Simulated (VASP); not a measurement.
**MgS: single point with PBEsol**

MgS:

```
CELL_PARAMETERS angstrom
4.00664 0.00000 0.00000
2.00332 3.46985 0.00000
2.00332 1.15662 3.27141
ATOMIC_POSITIONS crystal
Mg 0.00000 0.00000 0.00000
S 0.75000 0.75000 0.75000
```

```json
{"Program": "VASP 6.6.1", "Task": "single point", "Functional": "PBEsol", "Potentials or basis": "VASP PAW PBE potentials, release 64 (Mg, S)", "Cutoff": "520 eV", "k mesh": "6 × 6 × 6", "Occupations": "gaussian, width 0.01 eV", "Spin": "no spin polarisation"}
```

- Pressure: -0.5 GPa
- Band gap on the k mesh: 3.28 eV, direct

Levels at points of the mesh, in eV from the valence-band top:
| k point | band 1 | band 2 | band 3 | band 4 | band 5 | band 6 | band 7 | band 8 |
| --- | --- | --- | --- | --- | --- | --- | --- | --- |
| (0.00, 0.00, 0.00) | -11.26 | 0.00 | 0.00 | 0.00 | 3.28 | 7.87 | 7.87 | 7.87 |
| (0.50, 0.00, 0.00) | -10.57 | -3.18 | -0.33 | -0.33 | 4.99 | 7.54 | 7.54 | 8.41 |
| (0.50, 0.50, 0.00) | -10.35 | -2.85 | -1.05 | -1.05 | 3.71 | 5.54 | 11.01 | 12.14 |

Wall time 16 s on 1 thread of AMD EPYC 7R13, on a shared host, peak memory 0.13 GiB.

Caveat: the PAW data sets were made with another functional, which shifts forces and pressure a little. A k mesh can miss the band edges.
